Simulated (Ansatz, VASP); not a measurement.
# K in VASP and in Ansatz

INCAR

```
SYSTEM = K
PREC     = Accurate       ! precision mode
ENCUT    = 520            ! plane-wave cutoff, eV
EDIFF    = 1E-6           ! SCF threshold, eV
ISMEAR   = -1             ! smearing method
SIGMA    = 0.1            ! smearing width, eV
LREAL    = .False.        ! projectors in reciprocal space
LASPH    = .True.         ! aspherical terms in the spheres
NELM     = 80             ! most SCF steps
ALGO     = Normal         ! electronic algorithm
ISIF     = 2              ! what is computed and relaxed
LWAVE    = .False.        ! write WAVECAR
LCHARG   = .True.         ! write CHGCAR
GGA      = RE             ! functional
LELF     = .True.         ! ELF
LVHAR    = .True.       
NBANDS   = 10             ! bands
```

File KPOINTS:

```
regular mesh
0
Gamma
  13 13 13
  0 0 0
```

The input POSCAR:

```
K
1.0
    0.0000000000      3.3276683382      3.3276683382
    3.3276683382      0.0000000000      3.3276683382
    3.3276683382      3.3276683382      0.0000000000
K
1
Direct
    0.0000000000      0.0000000000      0.0000000000
```

Input for Ansatz:

```yaml
crystal:
  lattice:
    - [0.0, 3.3276683382, 3.3276683382]
    - [3.3276683382, 0.0, 3.3276683382]
    - [3.3276683382, 3.3276683382, 0.0]
  atoms:
    - { symbol: K, position: [0.0, 0.0, 0.0] }
hamiltonian:
  xc: revpbe
  pseudopotentials:
    kind: paw
    azcp:
      K: "pseudopotentials/K.paw.azcp"
basis:
  ecutwfc: 420
  fft_grid_basis: typed
kpoints:
  mp_grid: { grid: [13, 13, 13], shift: [0, 0, 0] }
magnetization:
  spin_polarized: false
scf:
  occupations: { method: fermi_dirac, width: 0.1 }
output:
  stress: true
  write_density: true
  write_potential: true
  elf: true
  volumetric_format: npy
```

Alike in both runs: task single point; functional revPBE; k mesh 13 × 13 × 13; occupations fermi-dirac, width 0.1 eV; no spin polarisation.

|  | VASP | Ansatz |
| --- | --- | --- |
| version | VASP 6.6.1 | Ansatz 0.2.0 |
| potentials or method | VASP PAW PBE potentials, release 64 (K_sv), cutoff 520 eV | plane waves (420 eV) with PAW, scalar-relativistic |
| valence electrons in the cell | 9 | 9 |

|  | VASP | Ansatz | Ansatz less VASP |
| --- | --- | --- | --- |
| pressure (GPa) | 0.3 | 0.3 | +0.01 |

VASP's potentials were made for PBE, not for revPBE. With one functional, cell and mesh, what is left measures potentials, basis and numerics.
